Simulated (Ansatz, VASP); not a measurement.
This is a calculation of Sc for Ansatz 0.2.0.

input.yaml

```yaml
crystal:
  lattice:
    - [-3.1084633254, 3.1084633254, 2.7241661387]
    - [3.1084633254, -3.1084633254, 2.7241661387]
    - [3.1084633254, 3.1084633254, -2.7241661387]
  atoms:
    - { symbol: Sc, position: [0.83626951, 0.66373049, 0.5] }
    - { symbol: Sc, position: [0.33626951, 0.83626951, 0.17253902] }
    - { symbol: Sc, position: [0.66373049, 0.16373049, 0.82746098] }
    - { symbol: Sc, position: [0.16373049, 0.33626951, 0.5] }
hamiltonian:
  xc: pbe
  pseudopotentials: { kind: paw }
kpoints:
  mp_grid: { grid: [7, 7, 7] }
scf:
  occupations: { method: fermi_dirac, width: 0.05 }
output:
  forces: true
  stress: true
  eigenvalues: true
```

Potentials or basis: Ansatz PAW.

Launch:

```console
$ ansatz run input.yaml --threads 2 --pin off --max-ram 5120MiB --backend cpu --events-out ev --progress --plain --runs-dir out
```

**Question.** Set up the same calculation for VASP 6.6.1. Potentials there: VASP PAW PBE potentials, release 64 (Sc_sv).

**Answer.** As run (the cutoff follows the program's own potentials):

INCAR

```
SYSTEM = Sc
PREC = Accurate
ENCUT = 520
EDIFF = 1E-6
ISMEAR = -1
SIGMA = 0.05
LREAL = .False.
LASPH = .True.
NELM = 60
ALGO = Fast
ISIF = 2
LWAVE = .False.
LCHARG = .False.
GGA = PE
NBANDS = 30
```

The input KPOINTS:

```
Automatic mesh
0
Gamma
  7 7 7
  0 0 0
```

File POSCAR:

```
Sc
1.0
   -3.1084633254      3.1084633254      2.7241661387
    3.1084633254     -3.1084633254      2.7241661387
    3.1084633254      3.1084633254     -2.7241661387
Sc
4
Direct
    0.8362695100      0.6637304900      0.5000000000
    0.3362695100      0.8362695100      0.1725390200
    0.6637304900      0.1637304900      0.8274609800
    0.1637304900      0.3362695100      0.5000000000
```

Potentials or basis: VASP PAW PBE potentials, release 64 (Sc_sv).

Command:

```bash
$ cat potpaw_PBE.64/Sc_sv/POTCAR > POTCAR
$ mpirun -np 1 vasp_std > vasp.out
```

Both were run:

|  | VASP | Ansatz | Ansatz less VASP |
| --- | --- | --- | --- |
| gap on the k mesh at the Fermi level (eV) | none | none | - |
| pressure (GPa) | -0.7 | -0.8 | -0.03 |
| traceless stress, the component that is largest in VASP (GPa) | -0.10 | -0.09 | +0.006 |
| rms of the force components (eV/Å) | 0.016 | 0.013 | -0.0028 |

Atom by atom the forces differ by 0.003 eV/Å (rms over components). A gap of «none» marks a metal or a gap that the smearing closes. With one functional, cell and mesh, what is left measures potentials, basis and numerics.
